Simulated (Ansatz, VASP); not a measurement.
ZnGeO3 in VASP and in Ansatz

The input INCAR:

```
PREC = Accurate
ENCUT = 600
EDIFF = 1E-6
ISMEAR = -1
SIGMA = 0.05
LREAL = F
LASPH = T
NELM = 120
ALGO = Normal
ISIF = 2
LWAVE = F
LCHARG = F
GGA = CA
NBANDS = 55
GGA_COMPAT = F
```

Contents of KPOINTS:

```
regular mesh
0
Gamma
  8 8 8
```

The input POSCAR:

```
ZnGeO3
1.0
    2.5226879821      1.4564745856      4.6942009829
   -2.5226879821      1.4564745856      4.6942009829
    0.0000000000     -2.9129491711      4.6942009829
Zn Ge O
2 2 6
Direct
    0.6316330000      0.6316330000      0.6316330000
    0.3683670000      0.3683670000      0.3683670000
    0.8436530000      0.8436530000      0.8436530000
    0.1563470000      0.1563470000      0.1563470000
    0.5609330000      0.9536280000      0.2141820000
    0.9536280000      0.2141820000      0.5609330000
    0.2141820000      0.5609330000      0.9536280000
    0.4390670000      0.0463720000      0.7858180000
    0.7858180000      0.4390670000      0.0463720000
    0.0463720000      0.7858180000      0.4390670000
```

Input for Ansatz:

```yaml
crystal:
  lattice:
    - [2.5226879821, 1.4564745856, 4.6942009829]
    - [-2.5226879821, 1.4564745856, 4.6942009829]
    - [0.0, -2.9129491711, 4.6942009829]
  atoms:
    - { symbol: Zn, position: [0.631633, 0.631633, 0.631633] }
    - { symbol: Zn, position: [0.368367, 0.368367, 0.368367] }
    - { symbol: Ge, position: [0.843653, 0.843653, 0.843653] }
    - { symbol: Ge, position: [0.156347, 0.156347, 0.156347] }
    - { symbol: O, position: [0.560933, 0.953628, 0.214182] }
    - { symbol: O, position: [0.953628, 0.214182, 0.560933] }
    - { symbol: O, position: [0.214182, 0.560933, 0.953628] }
    - { symbol: O, position: [0.439067, 0.046372, 0.785818] }
    - { symbol: O, position: [0.785818, 0.439067, 0.046372] }
    - { symbol: O, position: [0.046372, 0.785818, 0.439067] }
hamiltonian:
  xc: lda
  pseudopotentials:
    kind: all_electron
    lapw: { muffin_tin_radii: { Zn: 1.011, Ge: 1.011, O: 0.757 } }
kpoints:
  mp_grid: { grid: [8, 8, 8] }
scf:
  occupations: { method: fermi_dirac, width: 0.05 }
  convergence: { dr2_threshold: 1.0e-09 }
output:
  eigenvalues: true
  forces: true
  stress: true
basis:
  ecutwfc: 400
```

Alike in both runs: task single point; functional LDA; k mesh 8 × 8 × 8; occupations fermi-dirac, width 0.05 eV; no spin polarisation.

|  | VASP | Ansatz |
| --- | --- | --- |
| version | VASP 6.6.1 | Ansatz 0.2.0 |
| potentials or method | VASP PAW LDA potentials, release 64 (Zn, Ge_d, O), cutoff 600 eV | all-electron LAPW, scalar-relativistic |

```tsv
	VASP	Ansatz	Ansatz less VASP
gap on the k mesh at the Fermi level (eV)	2.03	2.03	-0.007
least direct gap on the mesh (eV)	2.19	2.18	-0.007
pressure (GPa)	-12.8	-13.5	-0.76
traceless stress, the component that is largest in VASP (GPa)	0.80	1.02	+0.219
rms of the force components (eV/Å)	0.071	0.081	+0.0098
```

LDA's correlation is that of Perdew and Zunger in VASP and of Perdew and Wang (1992) in Ansatz. Atom by atom the forces differ by 0.018 eV/Å (rms over components). Ansatz ran all-electron here, and VASP with PAW potentials.
